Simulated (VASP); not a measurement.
Write the native input for VASP 6.6.1 that does the following.

```
Task                   : single point
Functional             : PBE
Potentials or basis    : VASP PAW PBE potentials, release 64 (Zr_sv)
Cutoff                 : 500 eV
k mesh                 : 20 × 20 × 20
Occupations            : gaussian, width 0.15 eV
Spin                   : no spin polarisation
Dipole correction      : no
Further INCAR settings : ALGO = Normal; EDIFF = 1e-06; NBANDS = 12
```

The structure of Zr lies in POSCAR:

```
Zr
1.0
   -1.6851728616      1.6851728616      1.9568227269
    1.6851728616     -1.6851728616      1.9568227269
    1.6851728616      1.6851728616     -1.9568227269
Zr
1
Direct
    0.0000000000      0.0000000000      0.0000000000
```

This cell differs from its parent crystal: volume 22.228 Å^3 an atom, c/a of the conventional cell 1.1612.

These files were run (other wordings do the same):

INCAR

```
PREC = Accurate
ENCUT = 500
EDIFF = 1E-6
ISMEAR = 0
SIGMA = 0.15
LREAL = F
LASPH = T
NELM = 120
ALGO = Normal
ISIF = 2
LWAVE = F
LCHARG = F
GGA = PE
NBANDS = 12
GGA_COMPAT = F
```

KPOINTS

```
Automatic mesh
0
Gamma
  20 20 20
```

Potentials or basis: VASP PAW PBE potentials, release 64 (Zr_sv).

The run is started by

```bash
$ cat potpaw_PBE.64/Zr_sv/POTCAR > POTCAR
$ mpirun -np 1 vasp_std > vasp.out
```

It gave:

The pressure is 3.2 GPa and the band gap on the k mesh is zero (band 6 reaches 10.25 eV, above the bottom of band 7 at 8.58 eV).

It took 57 s on 1 thread of Intel(R) Xeon(R) Platinum 8488C (Sapphire Rapids), with other jobs on the host, peak memory 0.27 GiB.
